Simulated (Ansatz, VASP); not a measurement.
**Two plane-wave programs on AgCl**

Contents of INCAR:

```
SYSTEM = AgCl
PREC = Accurate
ENCUT = 520
EDIFF = 1E-7
ISMEAR = -1
SIGMA = 0.02
LREAL = .False.
LASPH = .True.
NELM = 100
ALGO = Normal
ISIF = 2
LWAVE = .False.
LCHARG = .False.
GGA = PE
NBANDS = 16
```

KPOINTS

```
regular mesh
0
Gamma
  8 8 8
  0 0 0
```

The input POSCAR:

```
AgCl
1.0
    0.0284251341      2.7731838126      2.7731838126
    2.7731838126      0.0284251341      2.7731838126
    2.8016089467      2.8016089467      0.0000000000
Ag Cl
1 1
Direct
    0.0000000000      0.0000000000      0.0000000000
    0.5000000000      0.5000000000      0.5000000000
```

Input for Ansatz:

```yaml
crystal:
  lattice:
    - [0.0284251341, 2.7731838126, 2.7731838126]
    - [2.7731838126, 0.0284251341, 2.7731838126]
    - [2.8016089467, 2.8016089467, 0.0]
  atoms:
    - { symbol: Ag, position: [0.0, 0.0, 0.0] }
    - { symbol: Cl, position: [0.5, 0.5, 0.5] }
kpoints:
  mp_grid: { grid: [8, 8, 8] }
  band_path:
    path:
      - [0.0, 0.0, 0.0]
      - [0.5, 0.0, 0.5]
      - [0.625, 0.25, 0.625]
      - [0.375, 0.375, 0.75]
      - [0.5, 0.5, 0.5]
      - [0.5, 0.25, 0.75]
      - [0.0375, 0.0375, 0.075]
    npoints: 1
hamiltonian:
  xc: pbe
scf:
  occupations: { method: fermi_dirac, width: 0.02 }
  n_extra_bands: 4
output:
  forces: true
  stress: true
  eigenvalues: true
```

Change from the starting cell: shear_xy strain +2.0%.

Alike in both runs: task single point; functional PBE; k mesh 8 × 8 × 8; occupations fermi-dirac, width 0.02 eV; no spin polarisation.

```csv
,VASP,Ansatz
version,VASP 6.6.1,Ansatz 0.2.0
potentials or method,"VASP PAW PBE potentials, release 64 (Ag, Cl)","plane waves, PAW"
plane-wave cutoff (eV),520,420
valence electrons in the cell,18,26
```

```csv
,VASP,Ansatz,Ansatz less VASP
gap on the k mesh at the Fermi level (eV),0.89,0.89,+0.003
pressure (GPa),1.5,1.6,+0.15
"traceless stress, the component that is largest in VASP (GPa)",-0.11,-0.11,+0.001
```

VASP's potentials hold 18 valence electrons a cell and Ansatz's 26, so a difference there can come from the potentials and not from the codes.
